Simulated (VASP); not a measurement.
# PtSe (Fm-3m) in VASP: settings compared, part 2 of 2

VASP 6.6.1. Earlier steps stand in the parts before.

## (4) Relaxation of cell and atoms, PBE-based screened hybrid with 25 % exact exchange

Contents of POSCAR:

```
PtSe
1.0
    0.0000000000      2.7984111300      2.7984111300
    2.7984111300      0.0000000000      2.7984111300
    2.7984111300      2.7984111300      0.0000000000
Pt Se
1 1
Direct
    0.5000000000      0.5000000000      0.5000000000
    0.0000000000      0.0000000000      0.0000000000
```

Contents of INCAR.step1:

```
ALGO = Normal
EDIFF = 1E-5
ENCUT = 600
GGA = PE
ISMEAR = -1
LASPH = T
LCHARG = F
LREAL = F
LWAVE = T
NBANDS = 15
NELM = 100
PREC = Accurate
SIGMA = 0.05
```

Contents of INCAR.step2:

```
AEXX = 0.25
ALGO = Normal
EDIFF = 1E-6
EDIFFG = -0.01
ENCUT = 600
GGA = PE
HFSCREEN = 0.3
IBRION = 2
ISIF = 3
ISMEAR = -1
ISTART = 1
LASPH = T
LCHARG = F
LHFCALC = T
LREAL = F
LWAVE = F
NELM = 100
NSW = 60
PREC = Accurate
PRECFOCK = Normal
SIGMA = 0.05
```

Contents of KPOINTS:

```
k-points
0
Gamma
  4 4 4
```

Potentials or basis: VASP PAW PBE potentials, release 64 (Pt, Se).

Run with:

```console
$ cat potpaw_PBE.64/Pt/POTCAR potpaw_PBE.64/Se/POTCAR > POTCAR
$ cp INCAR.step1 INCAR
$ mpirun -np 1 vasp_std > vasp.out
$ cp INCAR.step2 INCAR
$ mpirun -np 1 vasp_std > vasp.out
```

OUTCAR:

```text
AEXX = 0.25
   EDIFF = 1E-6
   EDIFFG = -0.01
   ENCUT = 600
   GGA = PE
   HFSCREEN = 0.3
   IBRION = 2
   ISIF = 3
   ISMEAR = -1
   ISTART = 1
   LASPH = T
   LHFCALC = T
   LREAL = F
   NELM = 100
   NSW = 60
   PREC = Accurate
   PRECFOCK = Normal

 ion  position               nearest neighbor table
   1  0.500  0.500  0.500-   2 2.80   2 2.80   2 2.80   2 2.80   2 2.80   2 2.80
   2  0.000  0.000  0.000-   1 2.80   1 2.80   1 2.80   1 2.80   1 2.80   1 2.80

  LATTYP: Found a face centered cubic cell.
 ALAT       =     5.5968222600

  Lattice vectors:

 A1 = (   0.0000000000,   2.7984111300,   2.7984111300)
 A2 = (   2.7984111300,   0.0000000000,   2.7984111300)
 A3 = (   2.7984111300,   2.7984111300,   0.0000000000)

Analysis of symmetry for initial positions (statically):
=====================================================================
 Subroutine PRICEL returns:
 Original cell was already a primitive cell.

 Routine SETGRP: Setting up the symmetry group for a
 face centered cubic supercell.

 Subroutine GETGRP returns: Found 48 space group operations
 (whereof 48 operations were pure point group operations)
 out of a pool of 48 trial point group operations.

The static configuration has the point symmetry O_h .

Analysis of symmetry for dynamics (positions and initial velocities):
=====================================================================
 Subroutine PRICEL returns:
 Original cell was already a primitive cell.

 Routine SETGRP: Setting up the symmetry group for a
 face centered cubic supercell.

 Subroutine GETGRP returns: Found 48 space group operations
 (whereof 48 operations were pure point group operations)
 out of a pool of 48 trial point group operations.

The dynamic configuration has the point symmetry O_h .

 Subroutine INISYM returns: Found 48 space group operations
 (whereof 48 operations are pure point group operations),
 and found     1 'primitive' translations

----------------------------------------------------------------------------------------

                                     Primitive cell

  volume of cell :      43.8293
[... 113 lines left out ...]
  energy-cutoff  :      600.00
  volume of cell :       43.83
 maximum number of plane-waves:      1476
  NGX = 24; NGY = 24; NGZ = 24

--------------------------------------- Ionic step        1  -------------------------------------------

 number of electron      15.9999999 magnetization

 Free energy of the ion-electron system (eV)
  ---------------------------------------------------
  ext. energy  EPLUGINS =         0.00000000
  ---------------------------------------------------
  free energy    TOTEN  =       -10.44386548 eV

  energy without entropy =      -10.39456774  energy(sigma->0) =      -10.41921661

------------------------ aborting loop because EDIFF is reached ----------------------------------------

  FORCE on cell =-STRESS in cart. coord.  units (eV):
  Direction    XX          YY          ZZ          XY          YZ          ZX
  --------------------------------------------------------------------------------------
  -------------------------------------------------------------------------------------
  Total       -4.4414246     -4.4414246     -4.4414246      0.0000000     -0.0000000      0.0000000
  in kB     -162.3559937   -162.3559937   -162.3559937      0.0000000     -0.0000000      0.0000000
  external PRESSURE =    -162.3559937 kB  Pullay stress =       0.0000000 kB
[... 23 lines left out ...]
--------------------------------------- Ionic step        2  -------------------------------------------

 number of electron      15.9999999 magnetization

 E-fermi :  10.0892     XC(G=0): -10.2851

 val. band max:       10.0096571699   @ k =   0.5000   0.2500   0.0000
 cond. band min:      10.3872315831   @ k =   0.5000   0.2500   0.0000
 fundamental gap:      0.3775744132
 Fermi energy:        10.0892129931

 k-point     1 :       0.0000    0.0000    0.0000
  band No.  band energies     occupation
      1      -8.3786      2.00000
      2       4.8484      2.00000
      3       4.8484      2.00000
      4       4.8484      2.00000
      5       5.3571      2.00000
      6       5.3571      2.00000
      7       8.0431      2.00000
      8       8.0431      2.00000
      9       8.0431      2.00000
     10      13.1805      0.00000
     11      19.8057      0.00000
     12      22.9077      0.00000
[... 282 lines left out ...]
--------------------------------------- Ionic step        7  -------------------------------------------

 number of electron      16.0000000 magnetization

 Free energy of the ion-electron system (eV)
  ---------------------------------------------------
  ext. energy  EPLUGINS =         0.00000000
  ---------------------------------------------------
  free energy    TOTEN  =       -10.92690898 eV

  energy without entropy =      -10.89391164  energy(sigma->0) =      -10.91041031

 E-fermi :   7.8180     XC(G=0):  -9.6940

 val. band max:        7.7653446872   @ k =   0.5000   0.2500   0.0000
 cond. band min:       7.9326818697   @ k =   0.5000   0.2500   0.0000
 fundamental gap:      0.1673371825
 Fermi energy:         7.8180062208

 k-point     1 :       0.0000    0.0000    0.0000
  band No.  band energies     occupation
      1      -9.2402      2.00000
      2       3.4969      2.00000
      3       3.4969      2.00000
      4       3.4969      2.00000
      5       3.9485      2.00000
      6       3.9485      2.00000
      7       5.9956      2.00000
      8       5.9956      2.00000
      9       5.9956      2.00000
     10       9.7335      0.00000
     11      17.9979      0.00000
     12      19.8778      0.00000
[... 132 lines left out ...]
  FREE ENERGIE OF THE ION-ELECTRON SYSTEM (eV)
  ---------------------------------------------------
  free  energy   TOTEN  =       -10.9269089798 eV

  energy  without entropy=      -10.8939116363  energy(sigma->0) =      -10.91041031

 reached required accuracy - stopping structural energy minimisation
```

OSZICAR.step1:

```text
N       E                     dE             d eps       ncg     rms          rms(c)
DAV:   1     0.636273785383E+02    0.63627E+02   -0.78741E+03   240   0.106E+03
DAV:   2    -0.721822258268E+01   -0.70846E+02   -0.62483E+02   289   0.181E+02
DAV:   3    -0.932193383353E+01   -0.21037E+01   -0.20889E+01   289   0.295E+01
DAV:   4    -0.933205578436E+01   -0.10122E-01   -0.10120E-01   303   0.243E+00
DAV:   5    -0.933218077408E+01   -0.12499E-03   -0.12499E-03   317   0.278E-01    0.644E+00
DAV:   6    -0.917925114462E+01    0.15293E+00   -0.91132E-01   254   0.701E+00    0.411E+00
DAV:   7    -0.914323346894E+01    0.36018E-01   -0.98088E-02   240   0.264E+00    0.237E+00
DAV:   8    -0.914131386902E+01    0.19196E-02   -0.28911E-02   282   0.125E+00    0.437E-01
DAV:   9    -0.914112254822E+01    0.19132E-03   -0.16004E-03   268   0.255E-01    0.702E-02
DAV:  10    -0.914102803625E+01    0.94512E-04   -0.38339E-04   310   0.160E-01    0.149E-02
DAV:  11    -0.914103312683E+01   -0.50906E-05   -0.11248E-05   225   0.273E-02
   1 F= -.91410331E+01 E0= -.91181605E+01  d E =-.457452E-01
```

Wall time 22 min (1 thread of Intel Xeon 6975P-C (Granite Rapids), shared host); peak memory 0.3 GiB.

Results:

| Item | Value |
| --- | --- |
| Free energy | -10.9269 eV |
| Relaxed volume | 18.01 Å³/atom |
| Relaxed cell | a = 3.707 Å, b = 3.707 Å, c = 3.707 Å, α = 60.00°, β = 60.00°, γ = 60.00° |
| Space group after relaxing (to 0.1 Å) | Fm-3m (No. 225) |
| Energy gained by relaxing | 241.5 meV/atom |
| Ionic steps | 7 |
| Pressure after relaxing | 0.0 GPa |
| Band gap on the k mesh | zero (bands 8 and 9 overlap by 4.97 eV) |

The path:
| step | energy change (eV) | largest force (eV/Å) | pressure (GPa) | volume (Å³) |
| --- | --- | --- | --- | --- |
| 1 | 0.0000 | 0.0000 | -16.24 | 43.83 |
| 2 | -0.0997 | 0.0000 | 29.72 | 31.20 |
| 3 | -0.4826 | 0.0000 | -0.73 | 36.22 |
| 4 | -0.4830 | 0.0000 | -0.19 | 36.07 |
| 5 | -0.4829 | 0.0000 | 0.37 | 35.93 |
| 6 | -0.4829 | 0.0000 | -0.40 | 36.13 |
| 7 | -0.4830 | 0.0000 | -0.02 | 36.02 |

Final structure:
```yaml
crystal:
  lattice:
    - [0.00000, 2.62122, 2.62122]
    - [2.62122, 0.00000, 2.62122]
    - [2.62122, 2.62122, 0.00000]
  atoms:
    - { symbol: Pt, position: [0.50000, 0.50000, 0.50000] }
    - { symbol: Se, position: [0.00000, 0.00000, 0.00000] }
```

Levels at points of the mesh, in eV from the Fermi level:
```csv
k point,band 4,band 5,band 6,band 7,band 8,band 9,band 10,band 11,band 12
"(0.00, 0.00, 0.00)",-4.32,-3.87,-3.87,-1.82,-1.82,-1.82,1.92,10.18,12.06
"(0.50, 0.00, 0.00)",-6.51,-3.21,-3.21,-2.59,3.14,3.14,3.51,6.57,6.57
"(0.50, 0.50, 0.00)",-3.77,-3.77,-3.35,-2.89,-2.89,-1.54,0.31,8.85,12.36
```

Caveat: the k points lie up to 0.52 Å⁻¹ apart in the final cell, too coarse for converged energies and pressures of a metal; the volume moved by over 15 % at a fixed basis, so the end points are rough; the PAW data sets were made with another functional, which shifts forces and pressure a little; spin-orbit coupling is left out, which moves the levels of the heavy elements.

## (5) The runs side by side

| level | share of exact exchange | screening parameter | gap on the mesh (eV) | pressure (GPa) | relaxed volume (Å³/atom) |
| --- | --- | --- | --- | --- | --- |
| B3LYP | 0.2 | - | none | -0.1 | 19.18 |
| HSE06 | 0.25 | 0.2079 1/Å | none | 0.0 | 17.92 |
| PBE-based screened hybrid with 25 % exact exchange | 0.25 | 0.3 1/Å | none | 0.0 | 18.01 |

Alike in all rows: task relaxation of cell and atoms; potentials or basis VASP PAW PBE potentials, release 64 (Pt, Se); no spin polarisation; cell relaxed; k mesh 4 × 4 × 4; cutoff (eV) 600; smearing fermi-dirac 0.05 eV.

Caveats: all runs use coarse meshes; the PAW data sets were made with another functional, which shifts forces and pressure a little; spin-orbit coupling is left out, which moves the levels of the heavy elements; the volume moved by over 15 % at a fixed basis, so the end points are rough (at least some runs).

Absolute energies hang on the potentials; compare differences alone.

The gap in the log of VASP goes by the Fermi energy; the results here count the filled bands.